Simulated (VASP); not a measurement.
## Ru: single point with B3LYP

Ru:

```
CELL_PARAMETERS angstrom
2.73784 0.00000 0.00000
-1.36892 2.37104 0.00000
0.00000 0.00000 4.26138
ATOMIC_POSITIONS crystal
Ru 0.66667 0.33333 0.75000
Ru 0.33333 0.66667 0.25000
```

```
Program             : VASP 6.6.1
Task                : single point
Functional          : B3LYP
Potentials or basis : VASP PAW PBE potentials, release 64 (Ru_pv)
Cutoff              : 520 eV
k mesh              : 6 × 6 × 3
Occupations         : fermi-dirac, width 0.05 eV
Spin                : no spin polarisation
```

```json
{
  "Pressure": "0.9 GPa",
  "Band gap on the k mesh": "zero (band 14 reaches 14.55 eV, above the bottom of band 15 at 10.37 eV)"
}
```

Stress tensor (GPa, compression positive):
```
0.75 0.00 0.00
0.00 0.75 0.00
0.00 0.00 1.28
```

Levels at points of the mesh, in eV from the Fermi level:
```csv
k point,band 10,band 11,band 12,band 13,band 14,band 15,band 16,band 17,band 18,band 19
"(0.00, 0.00, 0.00)",-3.24,-2.81,-2.50,-2.50,-2.12,-2.12,1.64,1.64,2.17,11.73
"(0.50, 0.00, 0.00)",-3.88,-2.49,-2.05,-1.85,1.85,2.34,2.48,4.89,7.08,12.31
```

Run time: 25 min on 1 thread of AMD EPYC 7R13 Processor (Zen 3) (shared host), peak memory 0.13 GiB.

Caveat: the k points lie up to 0.49 Å⁻¹ apart; the PAW data sets were made with another functional, which shifts forces and pressure a little.
